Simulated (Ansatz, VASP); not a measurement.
## Two plane-wave programs on Be2Te

Contents of INCAR:

```
SYSTEM = Be2Te
  ALGO = Normal
  EDIFF = 1E-6
  ENCUT = 600
  GGA = PE
  GGA_COMPAT = .False.
  ISIF = 2
  ISMEAR = 0
  LASPH = .True.
  LCHARG = .False.
  LREAL = .False.
  LWAVE = .False.
  NBANDS = 12
  NELM = 120
  PREC = Accurate
  SIGMA = 0.1
```

Contents of KPOINTS:

```
k-points
0
Gamma
  6 6 6
  0 0 0
```

POSCAR

```
Be2Te
1.0
    0.0000000000      2.8653048747      2.8653048747
    2.8653048747      0.0000000000      2.8653048747
    2.8653048747      2.8653048747      0.0000000000
Be Te
2 1
Direct
    0.2500000000      0.2500000000      0.2500000000
    0.7500000000      0.7500000000      0.7500000000
    0.0000000000      0.0000000000      0.0000000000
```

Input for Ansatz:

```yaml
crystal:
  lattice:
    - [0.0, 2.8653048747, 2.8653048747]
    - [2.8653048747, 0.0, 2.8653048747]
    - [2.8653048747, 2.8653048747, 0.0]
  atoms:
    - { symbol: Be, position: [0.25, 0.25, 0.25] }
    - { symbol: Be, position: [0.75, 0.75, 0.75] }
    - { symbol: Te, position: [0.0, 0.0, 0.0] }
basis:
  ecutwfc: 420
kpoints:
  mp_grid: { grid: [6, 6, 6] }
hamiltonian:
  xc: pbe
scf:
  occupations: { method: gaussian, width: 0.1 }
  lower_state_search: "off"
output:
  forces: true
  stress: true
  eigenvalues: true
```

Alike in both runs: task single point; functional PBE; k mesh 6 × 6 × 6; occupations gaussian, width 0.1 eV; no spin polarisation.

|  | VASP | Ansatz |
| --- | --- | --- |
| version | VASP 6.6.1 | Ansatz 0.2.0 |
| potentials or method | VASP PAW PBE potentials, release 64 (Be, Te), cutoff 600 eV | scalar-relativistic, plane waves, PAW |
| valence electrons in the cell | 10 | 20 |

```csv
,VASP,Ansatz,Ansatz less VASP
gap on the k mesh at the Fermi level (eV),none,none,-
pressure (GPa),12.0,11.8,-0.19
```

A gap of «none» marks a metal or a gap that the smearing closes. The functional is the same, so the differences come from potentials, cutoffs and numerics. VASP's potentials hold 10 valence electrons a cell and Ansatz's 20, so a difference there can come from the potentials and not from the codes.

Spin-orbit coupling is off throughout.
